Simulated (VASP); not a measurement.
Input of a VASP 6.6.1 run:

Contents of INCAR:

```
ALGO = Normal
EDIFF = 1E-7
ENCUT = 520
GGA = PS
ISIF = 2
ISMEAR = 0
LASPH = T
LCHARG = F
LREAL = F
LWAVE = F
NBANDS = 15
NELM = 80
PREC = Accurate
SIGMA = 0.1
```

Contents of KPOINTS:

```
k-points
0
Gamma
  14 14 14
```

Contents of POSCAR:

```
TaSb
1.0
    0.0000000000      2.7910023015      2.7910023015
    2.7910023015      0.0000000000      2.7910023015
    2.7910023015      2.7910023015      0.0000000000
Ta Sb
1 1
Direct
    0.5000000000      0.5000000000      0.5000000000
    0.0000000000      0.0000000000      0.0000000000
```

Potentials or basis: VASP PAW PBE potentials, release 64 (Ta_pv, Sb).

The run is started by

```console
$ cat potpaw_PBE.64/Ta_pv/POTCAR potpaw_PBE.64/Sb/POTCAR > POTCAR
$ mpirun -np 1 vasp_std > vasp.out
```

Question: Predict the band gap on the k mesh.

Answer: Zero (bands 8 and 9 overlap by 1.50 eV).

Question: What does it give for the pressure?

Answer: 0.3 GPa.

Caveat: the PAW data sets were made with another functional, which shifts forces and pressure a little; spin-orbit coupling is left out, which moves the levels of the heavy elements.
